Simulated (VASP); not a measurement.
# ZrH3 (Pm-3m) in VASP: notebook

Runs on ZrH3. Level: PBEsol. Tasks: single point.

Everything below comes from runs of VASP 6.6.1. Logs are shortened: lines on timing, memory, paths and dates and some standing lists are left out, and cuts for length are marked.

## Step 1: The cell of the first run

Symmetry: Pm-3m, No. 221, cubic system. Conventional cell: a = 2.961 Å, b = 2.961 Å, c = 2.961 Å, α = 90.00°, β = 90.00°, γ = 90.00°. Within 2.8 Å of Zr (site symmetry m-3m) lie 12 H at 2.09 Å. Within 2.8 Å of H (site symmetry 4/mmm) lie 4 Zr at 2.09 Å and 8 H at 2.09 Å.

## Step 2: Single point, PBEsol

Input file INCAR:

```
PREC = Accurate ; ENCUT = 520
EDIFF = 1E-6 ; ISMEAR = 0
SIGMA = 0.05 ; LREAL = F
LASPH = T ; NELM = 80
ALGO = Normal ; ISIF = 2
LWAVE = F ; LCHARG = F
GGA = PS ; NBANDS = 16
```

Input file KPOINTS:

```
regular mesh
0
Gamma
  12 12 12
```

Input file POSCAR:

```
ZrH3
1.0
    2.9611965056      0.0000000000      0.0000000000
    0.0000000000      2.9611965056      0.0000000000
    0.0000000000      0.0000000000      2.9611965056
Zr H
1 3
Direct
    0.0000000000      0.0000000000      0.0000000000
    0.0000000000      0.5000000000      0.5000000000
    0.5000000000      0.0000000000      0.5000000000
    0.5000000000      0.5000000000      0.0000000000
```

Potentials or basis: VASP PAW PBE potentials, release 64 (Zr_sv, H).

Command:

```sh
> cat potpaw_PBE.64/Zr_sv/POTCAR potpaw_PBE.64/H/POTCAR > POTCAR
> mpirun -np 1 vasp_std > vasp.out
```

OUTCAR:

```text
PREC = Accurate
   ENCUT = 520
   EDIFF = 1E-6
   ISMEAR = 0
   LREAL = F
   LASPH = T
   NELM = 80
   ISIF = 2
   GGA = PS

 ion  position               nearest neighbor table
   1  0.000  0.000  0.000-   2 2.09   3 2.09   4 2.09   2 2.09   3 2.09   2 2.09   4 2.09   2 2.09
                             3 2.09   4 2.09   3 2.09   4 2.09
   2  0.000  0.500  0.500-   1 2.09   1 2.09   1 2.09   1 2.09
   3  0.500  0.000  0.500-   1 2.09   1 2.09   1 2.09   1 2.09
   4  0.500  0.500  0.000-   1 2.09   1 2.09   1 2.09   1 2.09

  LATTYP: Found a simple cubic cell.
 ALAT       =     2.9611965056

  Lattice vectors:

 A1 = (   2.9611965056,   0.0000000000,   0.0000000000)
 A2 = (   0.0000000000,   2.9611965056,   0.0000000000)
 A3 = (   0.0000000000,   0.0000000000,   2.9611965056)

Analysis of symmetry for initial positions (statically):
=====================================================================
 Subroutine PRICEL returns:
 Original cell was already a primitive cell.

 Routine SETGRP: Setting up the symmetry group for a
 simple cubic supercell.

 Subroutine GETGRP returns: Found 48 space group operations
 (whereof 48 operations were pure point group operations)
 out of a pool of 48 trial point group operations.

The static configuration has the point symmetry O_h .

Analysis of symmetry for dynamics (positions and initial velocities):
=====================================================================
 Subroutine PRICEL returns:
 Original cell was already a primitive cell.

 Routine SETGRP: Setting up the symmetry group for a
 simple cubic supercell.

 Subroutine GETGRP returns: Found 48 space group operations
 (whereof 48 operations were pure point group operations)
 out of a pool of 48 trial point group operations.

The dynamic configuration has the point symmetry O_h .

 Subroutine INISYM returns: Found 48 space group operations
 (whereof 48 operations are pure point group operations),
 and found     1 'primitive' translations

----------------------------------------------------------------------------------------

                                     Primitive cell

  volume of cell :      25.9658

  direct lattice vectors                    reciprocal lattice vectors
     2.961196506  0.000000000  0.000000000     0.337701331  0.000000000  0.000000000
     0.000000000  2.961196506  0.000000000     0.000000000  0.337701331  0.000000000
     0.000000000  0.000000000  2.961196506     0.000000000  0.000000000  0.337701331

  length of vectors
     2.961196506  2.961196506  2.961196506     0.337701331  0.337701331  0.337701331

  position of ions in fractional coordinates (direct lattice)
     0.000000000  0.000000000  0.000000000
     0.000000000  0.500000000  0.500000000
     0.500000000  0.000000000  0.500000000
     0.500000000  0.500000000  0.000000000

  ion indices of the primitive-cell ions
   primitive index   ion index
                 1           1
                 2           2
                 3           3
                 4           4

----------------------------------------------------------------------------------------

 KPOINTS: regular mesh

Automatic generation of k-mesh.
 Grid dimensions read from file:
 generate k-points for:   12   12   12

 Generating k-lattice:

  Cartesian coordinates                     Fractional coordinates (reciprocal lattice)
     0.028141778  0.000000000  0.000000000     0.083333333  0.000000000  0.000000000
     0.000000000  0.028141778  0.000000000     0.000000000  0.083333333  0.000000000
     0.000000000  0.000000000  0.028141778     0.000000000  0.000000000  0.083333333

  Length of vectors
     0.028141778  0.028141778  0.028141778

  Shift w.r.t. Gamma in fractional coordinates (k-lattice)
     0.000000000  0.000000000  0.000000000

 Subroutine IBZKPT returns following result:
 ===========================================

 Found     84 irreducible k-points:

 Following reciprocal coordinates:
            Coordinates               Weight
  0.000000  0.000000  0.000000      1.000000
  0.083333  0.000000  0.000000      6.000000
  0.166667  0.000000  0.000000      6.000000
  0.250000  0.000000  0.000000      6.000000
  0.333333  0.000000  0.000000      6.000000
  0.416667  0.000000  0.000000      6.000000
[... 16 lines left out ...]
  0.333333  0.333333  0.000000     12.000000
  0.416667  0.333333  0.000000     24.000000
 [... further k-points ...]
   k-points           NKPTS =     84   k-points in BZ     NKDIM =     84   number of bands    NBANDS=     16
   number of dos      NEDOS =    301   number of ions     NIONS =      4
   total plane-waves  NPLWV =  13824
   dimension x,y,z NGX =    24 NGY =   24 NGZ =   24
   dimension x,y,z NGXF=    48 NGYF=   48 NGZF=   48
   ions per type =               1   3
   NGX,Y,Z   is equivalent  to a cutoff of  13.47, 13.47, 13.47 a.u.
   NGXF,Y,Z  is equivalent  to a cutoff of  26.95, 26.95, 26.95 a.u.
 SYSTEM =  unknown system
   PREC   = accura    normal or accurate (medium, high low for compatibility)
   ISTART =      0    job   : 0-new  1-cont  2-samecut
   ICHARG =      2    charge: 1-file 2-atom 10-const
   ISPIN  =      1    spin polarized calculation?
   LNONCOLLINEAR =      F non collinear calculations
   LSORBIT =      F    spin-orbit coupling
   LASPH  =      T    aspherical Exc in radial PAW
   ENCUT  =  520.0 eV  38.22 Ry    6.18 a.u.   5.51  5.51  5.51*2*pi/ulx,y,z
   NELM   =     80;   NELMIN=  2; NELMDL= -5     # of ELM steps
   EDIFF  = 0.1E-05   stopping-criterion for ELM
   LREAL  =      F    real-space projection
   EDIFFG = 0.1E-04   stopping-criterion for IOM
   NSW    =      0    number of steps for IOM
   IBRION =     -1    ionic relax: 0-MD 1-quasi-New 2-CG
   NFREE  =      0    steps in history (QN), initial steepest desc. (CG)
   ISIF   =      2    stress and relaxation
   ISYM   =      2    0-nonsym 1-usesym 2-fastsym
   POTIM  = 0.5000    time-step for ionic-motion
   TEBEG  =    0.0;   TEEND  =   0.0 temperature during run
   PSTRESS=    0.0 pullay stress
   NELECT =      15.0000    total number of electrons
   NUPDOWN=      -1.0000    fix difference up-down
   EMIN   =  10.00;   EMAX   =-10.00  energy-range for DOS
   EFERMI =   0.00;   METHOD = LEGACY
   ISMEAR =     0;   SIGMA  =   0.05  broadening in eV -4-tet -1-fermi 0-gaus
   EFERMI_NEDOS =   21; number of points for ismear=-14 and -15
   IALGO  =     38    algorithm
   IMIX   =      4    mixing-type and parameters
     AMIX     =   0.40;   BMIX     =  1.00
     AMIX_MAG =   1.60;   BMIX_MAG =  1.00
  volume/ion in A,a.u.               =       6.49        43.81
  Fermi-wavevector in a.u.,A,eV,Ry     =   1.363446  2.576540 25.293036  1.858986
  Thomas-Fermi vector in A             =   2.489848
   LORBIT       =      0    0 simple, 1 ext, 2 COOP (PROOUT), +10 PAW based schemes
   GGA     = PS    functional components
   LHFCALC =     F    Hartree Fock is set to
   AEXX    =    0.0000 exact exchange contribution
   IVDW    =     0    specifies the selected vdW correction
   LEPSILON=     F    determine dielectric tensor
   LRPA    =     F    only Hartree local field effects (RPA)
 non-spin polarized calculation
 Gauss-broadening in eV      SIGMA  =   0.05
  energy-cutoff  :      520.00
  volume of cell :       25.97
 maximum number of plane-waves:       739
 NGX is ok and might be reduce to    24
   NGX = 11   NGY = 11   NGZ = 11

 number of electron      15.0000002 magnetization

 Free energy of the ion-electron system (eV)
  ---------------------------------------------------
  ext. energy  EPLUGINS =         0.00000000
  ---------------------------------------------------
  free energy    TOTEN  =       -20.16121690 eV

  energy without entropy =      -20.15898077  energy(sigma->0) =      -20.16009884

 E-fermi :   9.4232     XC(G=0): -12.0486

 val. band max:        9.3998646700   @ k =   0.4167   0.3333   0.1667
 cond. band min:       9.4463781813   @ k =   0.3333   0.1667   0.0000
 fundamental gap:      0.0465135113
 Fermi energy:         9.4231698220

 k-point     1 :       0.0000    0.0000    0.0000
  band No.  band energies     occupation
      1     -39.3714      2.00000
      2     -16.9699      2.00000
      3     -16.9699      2.00000
      4     -16.9699      2.00000
      5      -1.5861      2.00000
      6       4.6910      2.00000
[... 8 lines left out ...]
     15      18.5584      0.00000
     16      24.6652      0.00000

 k-point     2 :       0.0833    0.0000    0.0000
  band No.  band energies     occupation
      1     -39.3624      2.00000
      2     -17.0639      2.00000
      3     -16.9623      2.00000
      4     -16.9623      2.00000
      5      -1.4207      2.00000
      6       4.7562      2.00000
[... 8 lines left out ...]
     15      19.0449      0.00000
     16      25.3575      0.00000

 k-point     3 :       0.1667    0.0000    0.0000
  band No.  band energies     occupation
      1     -39.3379      2.00000
      2     -17.3134      2.00000
      3     -16.9415      2.00000
      4     -16.9415      2.00000
      5      -0.9541      2.00000
      6       4.8693      2.00000
[... 8 lines left out ...]
     15      20.0945      0.00000
     16      27.1357      0.00000

 k-point     4 :       0.2500    0.0000    0.0000
  band No.  band energies     occupation
      1     -39.3041      2.00000
      2     -17.6386      2.00000
      3     -16.9129      2.00000
      4     -16.9129      2.00000
      5      -0.2547      2.00000
      6       4.8123      2.00000
[... 8 lines left out ...]
     15      21.2399      0.00000
     16      28.5848      0.00000
[... 324 lines left out ...]
 k-point    22 :       0.5000    0.2500    0.0000
  band No.  band energies     occupation
      1     -39.1723      2.00000
      2     -18.1246      2.00000
      3     -17.4521      2.00000
      4     -16.8022      2.00000
      5       2.3467      2.00000
      6       3.7718      2.00000
[... 8 lines left out ...]
     15      25.2262      0.00000
     16      26.1235      0.00000

 k-point    23 :       0.3333    0.3333    0.0000
  band No.  band energies     occupation
      1     -39.1732      2.00000
      2     -17.8147      2.00000
      3     -17.7595      2.00000
      4     -16.8028      2.00000
      5       1.7608      2.00000
      6       4.7094      2.00000
[... 8 lines left out ...]
     15      24.3895      0.00000
     16      24.7328      0.00000

 k-point    24 :       0.4167    0.3333    0.0000
  band No.  band energies     occupation
      1     -39.1491      2.00000
      2     -17.9914      2.00000
      3     -17.7458      2.00000
      4     -16.7827      2.00000
      5       1.9303      2.00000
      6       4.6781      2.00000
[... 8 lines left out ...]
     15      24.3267      0.00000
     16      24.4658      0.00000

 [... further k-points ...]
[... 5 lines left out ...]
  --------------------------------------------------------------------------------------
  -------------------------------------------------------------------------------------
  Total        3.5813407      3.5813407      3.5813407      0.0000000     -0.0000000      0.0000000
  in kB      220.9807950    220.9807950    220.9807950      0.0000000     -0.0000000      0.0000000
  external PRESSURE =     220.9807950 kB  Pullay stress =       0.0000000 kB

 VOLUME and BASIS-vectors are now :
 -----------------------------------------------------------------------------
  energy-cutoff  :      520.00
  volume of cell :       25.97
      direct lattice vectors                 reciprocal lattice vectors
     2.961196506  0.000000000  0.000000000     0.337701331  0.000000000  0.000000000
     0.000000000  2.961196506  0.000000000     0.000000000  0.337701331  0.000000000
     0.000000000  0.000000000  2.961196506     0.000000000  0.000000000  0.337701331

 POSITION                                       TOTAL-FORCE (eV/Angst)
 -----------------------------------------------------------------------------------
      0.00000      0.00000      0.00000         0.000000      0.000000      0.000000
      0.00000      1.48060      1.48060         0.000000      0.000000      0.000000
      1.48060      0.00000      1.48060         0.000000      0.000000      0.000000
      1.48060      1.48060      0.00000         0.000000      0.000000      0.000000
 -----------------------------------------------------------------------------------
    total drift:                               -0.000000      0.000000      0.000000

  FREE ENERGIE OF THE ION-ELECTRON SYSTEM (eV)
  ---------------------------------------------------
  free  energy   TOTEN  =       -20.1612168994 eV

  energy  without entropy=      -20.1589807748  energy(sigma->0) =      -20.16009884
```

Wall time 9.2 s (1 thread of Intel Xeon 6975P-C (Granite Rapids), shared host); peak memory 0.16 GiB.

What came out:

```
Free energy : -20.1612 eV
Pressure    : 22.1 GPa
```

Caveat: the PAW data sets were made with another functional, which shifts forces and pressure a little.

## Step 3: Single point, PBEsol

This run uses another cell than the first one, of 7.64 Å³/atom, 1.176 times its volume.

Input file INCAR:

```
PREC = Accurate ; ENCUT = 520
EDIFF = 1E-7 ; ISMEAR = 0
SIGMA = 0.05 ; LREAL = False
LASPH = True ; NELM = 80
ALGO = Normal ; ISIF = 2
LWAVE = False ; LCHARG = False
GGA = PS ; NBANDS = 16
```

KPOINTS is that of step 2.

Input file POSCAR:

```
ZrH3
1.0
    3.1260380000      0.0000000000      0.0000000000
    0.0000000000      3.1260380000      0.0000000000
    0.0000000000      0.0000000000      3.1260380000
Zr H
1 3
Direct
    0.0000000000      0.0000000000      0.0000000000
    0.0000000000      0.5000000000      0.5000000000
    0.5000000000      0.0000000000      0.5000000000
    0.5000000000      0.5000000000      0.0000000000
```

Potentials or basis: VASP PAW PBE potentials, release 64 (Zr_sv, H).

Command:

```sh
> cat potpaw_PBE.64/Zr_sv/POTCAR potpaw_PBE.64/H/POTCAR > POTCAR
> mpirun -np 1 vasp_std > vasp.out
```

Run time: 10 s. Hardware: 1 thread of Intel Xeon 6975P-C (Granite Rapids), shared host; peak memory 0.16 GiB.

It converged, with:

| Quantity | Value |
| --- | --- |
| Free energy | -20.3731 eV |
| Pressure | -4.6 GPa |

Levels at points of the mesh, in eV from the Fermi level:
```tsv
k point	band 3	band 4	band 5	band 6	band 7	band 8	band 9	band 10	band 11	band 12
(0.00, 0.00, 0.00)	-26.87	-26.87	-10.11	-4.09	-4.09	3.77	3.77	3.77	5.98	5.98
(0.50, 0.00, 0.00)	-26.80	-26.80	-6.57	-6.26	-1.46	0.16	0.95	0.95	4.04	5.82
(0.50, 0.50, 0.00)	-27.49	-26.74	-6.78	-3.36	-3.36	-1.57	1.58	1.58	5.40	8.33
(0.50, 0.50, 0.50)	-27.37	-27.37	-5.80	-5.80	-5.80	3.55	5.61	5.61	6.07	6.07
```

Caveat: the PAW data sets were made with another functional, which shifts forces and pressure a little.
